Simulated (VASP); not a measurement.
# Al3GaN4 (Pm) in VASP: further runs, part 2 of 2

VASP 6.6.1. Earlier steps stand in the parts before.

## Step 3: Single point, PBEsol

This run uses another cell than the first one, of 10.44 Å³/atom.

INCAR

```
ALGO = Normal ; EDIFF = 1E-6
ENCUT = 520 ; GGA = PS
ISIF = 2 ; ISMEAR = 0
LASPH = True ; LCHARG = False
LREAL = False ; LWAVE = False
NBANDS = 31 ; NELM = 100
PREC = Accurate ; SIGMA = 0.02
```

KPOINTS

```
k-points
0
Gamma
  6 8 4
```

POSCAR

```
Al3GaN4
1.0
    5.0003311642      0.0000000000     -0.0000561937
    0.0000000000      3.1061181187      0.0000000000
   -0.0033914988      0.0000000000      5.3757848860
Al Ga N
3 1 4
Direct
    0.5003942343      0.5000000000      0.1673938066
    0.0010669126      0.5000000000      0.8348667899
    0.0012338454      0.0000000000      0.3316152267
    0.4993776145      0.0000000000      0.6661559202
    0.1109338142      0.0000000000      0.6663068560
    0.1224203467      0.5000000000      0.1671931559
    0.6250226792      0.5000000000      0.8401959448
    0.6231495530      0.0000000000      0.3262732997
```

Potentials or basis: VASP PAW PBE potentials, release 64 (Al, Ga_d, N).

Command:

```
> cat potpaw_PBE.64/Al/POTCAR potpaw_PBE.64/Ga_d/POTCAR potpaw_PBE.64/N/POTCAR > POTCAR
> mpirun -np 1 vasp_std > vasp.out
```

OUTCAR:

```text
EDIFF = 1E-6
   ENCUT = 520
   GGA = PS
   ISIF = 2
   ISMEAR = 0
   LASPH = True
   LREAL = False
   NELM = 100
   PREC = Accurate

 ion  position               nearest neighbor table
   1  0.500  0.500  0.167-   7 1.87   8 1.88   8 1.88   6 1.89   2 3.07   3 3.07   3 3.07   3 3.08
                             3 3.08   2 3.08   4 3.10   4 3.10   4 3.11   4 3.11
   2  0.001  0.500  0.835-   5 1.88   5 1.88   7 1.88   6 1.89   1 3.07   4 3.07   4 3.07   1 3.08
                             4 3.09   4 3.09   3 3.09   3 3.09   3 3.12   3 3.12
   3  0.001  0.000  0.332-   5 1.88   6 1.89   6 1.89   8 1.89   1 3.07   1 3.07   4 3.07   1 3.08
                             1 3.08   4 3.09   2 3.09   2 3.09   2 3.12   2 3.12
   4  0.499  0.000  0.666-   7 1.92   7 1.92   8 1.93   5 1.94   3 3.07   2 3.07   2 3.07   2 3.09
                             2 3.09   3 3.09   1 3.10   1 3.10   1 3.11   1 3.11
   5  0.111  0.000  0.666-   2 1.88   2 1.88   3 1.88   4 1.94
   6  0.122  0.500  0.167-   2 1.89   3 1.89   3 1.89   1 1.89
   7  0.625  0.500  0.840-   1 1.87   2 1.88   4 1.92   4 1.92
   8  0.623  0.000  0.326-   1 1.88   1 1.88   3 1.89   4 1.93

  LATTYP: Found a simple monoclinic cell.
 ALAT       =     5.0003311645
 B/A-ratio  =     0.6211824810
[... 207 lines left out ...]
      3      -7.9663      2.00000
      4      -7.0381      2.00000
      5      -6.7712      2.00000
      6      -6.6766      2.00000
[... 805 lines left out ...]
     30      16.9131      0.00000
     31      17.6387      0.00000

 [... further k-points ...]

------------------------ aborting loop because EDIFF is reached ----------------------------------------

  FORCE on cell =-STRESS in cart. coord.  units (eV):
  Direction    XX          YY          ZZ          XY          YZ          ZX
  --------------------------------------------------------------------------------------
  -------------------------------------------------------------------------------------
  Total        2.5966145      2.5862296      2.5892772      0.0000000      0.0000000     -0.0030578
  in kB       49.8263926     49.6271165     49.6855968      0.0000000      0.0000000     -0.0586757
  external PRESSURE =      49.7130353 kB  Pullay stress =       0.0000000 kB

 VOLUME and BASIS-vectors are now :
 -----------------------------------------------------------------------------
  energy-cutoff  :      520.00
  volume of cell :       83.49
      direct lattice vectors                 reciprocal lattice vectors
     5.000331164  0.000000000 -0.000056194     0.199986756  0.000000000  0.000126169
     0.000000000  3.106118119  0.000000000     0.000000000  0.321945258  0.000000000
    -0.003391499  0.000000000  5.375784886     0.000002090  0.000000000  0.186019349

 POSITION                                       TOTAL-FORCE (eV/Angst)
 -----------------------------------------------------------------------------------
      2.50157      1.55306      0.89984         0.000975      0.000000      0.002433
      0.00250      1.55306      4.48806         0.005129      0.000000      0.001921
      0.00504      0.00000      1.78269         0.002491      0.000000     -0.001763
      2.49479      0.00000      3.58108         0.004405      0.000000      0.001274
      0.55245      0.00000      3.58192         0.008396      0.000000     -0.000461
      0.61158      1.55306      0.89879        -0.001814      0.000000      0.000505
      3.12247      1.55306      4.51668        -0.012523      0.000000     -0.014161
      3.11485      0.00000      1.75394        -0.007060      0.000000      0.010252
 -----------------------------------------------------------------------------------
    total drift:                               -0.000093     -0.000000     -0.000914

  FREE ENERGIE OF THE ION-ELECTRON SYSTEM (eV)
  ---------------------------------------------------
  free  energy   TOTEN  =       -60.0347986265 eV

  energy  without entropy=      -60.0347986265  energy(sigma->0) =      -60.03479863
```

OSZICAR:

```text
N       E                     dE             d eps       ncg     rms          rms(c)
DAV:   1     0.337807199265E+03    0.33781E+03   -0.19054E+04  4689   0.171E+03
DAV:   2    -0.205574949079E+02   -0.35836E+03   -0.33167E+03  5114   0.474E+02
DAV:   3    -0.669474235277E+02   -0.46390E+02   -0.45755E+02  4957   0.132E+02
DAV:   4    -0.688373334065E+02   -0.18899E+01   -0.18830E+01  5899   0.299E+01
DAV:   5    -0.688746456616E+02   -0.37312E-01   -0.37297E-01  5062   0.392E+00    0.164E+01
DAV:   6    -0.600376986160E+02    0.88369E+01   -0.26151E+01  6844   0.524E+01    0.560E+00
DAV:   7    -0.601186294112E+02   -0.80931E-01   -0.28346E+00  5188   0.101E+01    0.403E+00
DAV:   8    -0.600604305711E+02    0.58199E-01   -0.39170E-01  6019   0.624E+00    0.902E-01
DAV:   9    -0.600343262892E+02    0.26104E-01   -0.94319E-02  6899   0.438E+00    0.417E-01
DAV:  10    -0.600346158967E+02   -0.28961E-03   -0.11611E-02  5256   0.640E-01    0.189E-01
DAV:  11    -0.600347928603E+02   -0.17696E-03   -0.66015E-04  6914   0.238E-01    0.324E-02
DAV:  12    -0.600347970934E+02   -0.42331E-05   -0.87641E-05  6232   0.104E-01    0.162E-02
DAV:  13    -0.600347988542E+02   -0.17608E-05   -0.75200E-06  5444   0.210E-02    0.719E-03
DAV:  14    -0.600347986265E+02    0.22767E-06   -0.16916E-06  3970   0.212E-02
   1 F= -.60034799E+02 E0= -.60034799E+02  d E =-.196021E-25
```

stdout:

```text
POSCAR found type information on POSCAR AlGaN
 POSCAR found :  3 types and       8 ions
 scaLAPACK will be used
 -----------------------------------------------------------------------------
|                                                                             |
|                                                                             |
|     You enforced a specific xc type in the INCAR file but a different       |
|     I HOPE YOU KNOW WHAT YOU ARE DOING!                                     |
|                                                                             |
 -----------------------------------------------------------------------------

 LDA part: xc-table for (Slater+PW92), standard interpolation
 POSCAR, INCAR and KPOINTS ok, starting setup
 FFT: planning ... GRIDC
 FFT: planning ... GRID_SOFT
 FFT: planning ... GRID
 WAVECAR not read
 entering main loop
```

It took 4.3 min on 1 thread of Intel Xeon 8259CL, shared host; peak memory 0.29 GiB.

What came out:

- Free energy: -60.0348 eV
- Pressure: 5.0 GPa
- Largest force: 0.019 eV/Å
- Band gap on the k mesh: 3.69 eV

Forces in eV/Å, atoms in the order of the input:
```
Al   0.001  0.000  0.002
Al   0.005  0.000  0.002
Al   0.002  0.000 -0.002
Ga   0.004  0.000  0.001
N    0.008  0.000  0.000
N   -0.002  0.000  0.001
N   -0.013  0.000 -0.014
N   -0.007  0.000  0.010
```

Caveat: the cell stands under pressure; the PAW data sets were made with another functional, which shifts forces and pressure a little. A k mesh can miss the band edges.

## Step 4: Single point, PBEsol

This run uses another cell than the first one, of 10.44 Å³/atom.

INCAR

```
SYSTEM = Al3GaN4
PREC = Accurate
ENCUT = 520
EDIFF = 1E-6
ISMEAR = 0
SIGMA = 0.02
LREAL = .False.
LASPH = .True.
NELM = 60
ALGO = Normal
ISIF = 2
LWAVE = .False.
LCHARG = .False.
GGA = PS
NBANDS = 31
```

KPOINTS

```
regular mesh
0
Gamma
  6 8 4
  0 0 0
```

POSCAR is that of step 3.

Command:

```
> cat potpaw_PBE.64/Al/POTCAR potpaw_PBE.64/Ga_d/POTCAR potpaw_PBE.64/N/POTCAR > POTCAR
> mpirun -np 1 vasp_std > vasp.out
```

Wall time 3.2 min (1 thread of Intel Xeon 8259CL, shared host); peak memory 0.29 GiB.

Results (log left out):

```yaml
Free_energy: -60.0348 eV
Pressure: 5.0 GPa
Largest_force: 0.019 eV/Å
Band_gap_on_the_k_mesh: 3.69 eV
```

Forces in eV/Å, atoms in the order of the input:
```
Al   0.001  0.000  0.002
Al   0.005  0.000  0.002
Al   0.002  0.000 -0.002
Ga   0.004  0.000  0.001
N    0.008  0.000  0.000
N   -0.002  0.000  0.001
N   -0.013  0.000 -0.014
N   -0.007  0.000  0.010
```

Levels at points of the mesh, in eV from the valence-band top:
```csv
k point,band 19,band 20,band 21,band 22,band 23,band 24
"(0.00, 0.00, 0.00)",-0.09,-0.01,0.00,3.69,5.49,5.94
"(0.50, 0.00, 0.00)",-0.68,-0.33,-0.28,4.90,5.26,5.82
"(0.00, 0.50, 0.00)",-1.87,-1.60,-1.52,5.63,5.65,7.68
"(0.50, 0.50, 0.00)",-1.20,-1.17,-0.91,6.20,6.53,6.57
"(0.00, 0.00, 0.50)",-0.57,-0.41,-0.21,5.66,5.91,7.07
"(0.50, 0.00, 0.50)",-1.19,-1.16,-0.76,5.98,6.21,6.38
"(0.00, 0.50, 0.50)",-1.91,-0.80,-0.65,5.23,5.63,5.82
"(0.50, 0.50, 0.50)",-1.46,-1.44,-1.21,4.74,5.14,5.20
```

Caveat: the cell stands under pressure; the PAW data sets were made with another functional, which shifts forces and pressure a little.
